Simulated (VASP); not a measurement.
Ir3C: single point with LDA

System: Ir3C, a slab with vacuum.

```
Ir C
1.0
     2.69465    0.00000    0.00000
     0.00000    2.69465    0.00000
     0.00000    0.00000   20.63396
Ir C
3 1
Direct
  0.50000 0.50000 0.19386
  0.00000 0.00000 0.28191
  0.50000 0.50000 0.36997
  0.00000 0.50000 0.56043
```

```
Program             : VASP 6.6.1
Task                : single point
Functional          : LDA
Potentials or basis : VASP PAW LDA potentials, release 64 (Ir, C)
Cutoff              : 520 eV
k mesh              : 10 × 10 × 1
Occupations         : gaussian, width 0.1 eV
Spin                : collinear spin
Starting moments    : [0.0, 0.0, 0.0, 2.0] μB
```

```
Largest force                                         : 0.429 eV/Å
Net moment                                            : 0.81 μB per cell
Site moments                                          : Ir -0.00, +0.01, +0.02; C +0.37 μB
Valence electrons inside the program's atomic spheres : Ir 8.24, 8.56, 8.22; C 1.92
```

Forces on the atoms (eV/Å):
```
Ir   0.000  0.000 -0.139
Ir   0.000  0.000 -0.011
Ir   0.000  0.000  0.429
C    0.000  0.000 -0.279
```

Levels at points of the mesh, in eV from the Fermi level:
Spin up:
```tsv
k point	band 12	band 13	band 14	band 15	band 16	band 17	band 18	band 19	band 20	band 21
(0.00, 0.00, 0.00)	-1.13	-1.04	-0.96	-0.96	-0.20	0.52	1.18	1.18	1.18	2.09
(0.50, 0.00, 0.00)	-1.69	-1.69	-0.47	0.00	0.15	0.65	0.71	1.04	2.62	2.72
(0.00, 0.50, 0.00)	-1.69	-1.67	-0.47	-0.13	0.30	0.60	0.70	1.04	2.65	2.71
(0.50, 0.50, 0.00)	-0.16	-0.15	0.25	0.62	1.01	1.38	2.23	2.29	3.98	3.98
```
Spin down:
```
           k point  band 13  band 14  band 15  band 16  band 17  band 18
(0.00, 0.00, 0.00)    -0.95    -0.95    -0.76     0.14     0.52     1.18
(0.50, 0.00, 0.00)    -1.68    -0.46     0.17     0.56     0.71     1.04
(0.00, 0.50, 0.00)    -1.62    -0.46     0.12     0.60     0.71     1.05
(0.50, 0.50, 0.00)    -0.14     0.26     0.63     1.39     2.24     2.29
```

Run time: 31 min on 1 thread of Intel Xeon 8259CL, on a shared host, peak memory 0.38 GiB.

Caveat: a moment this small can come from the mesh or the smearing; spin-orbit coupling is left out, which moves the levels of the heavy elements.
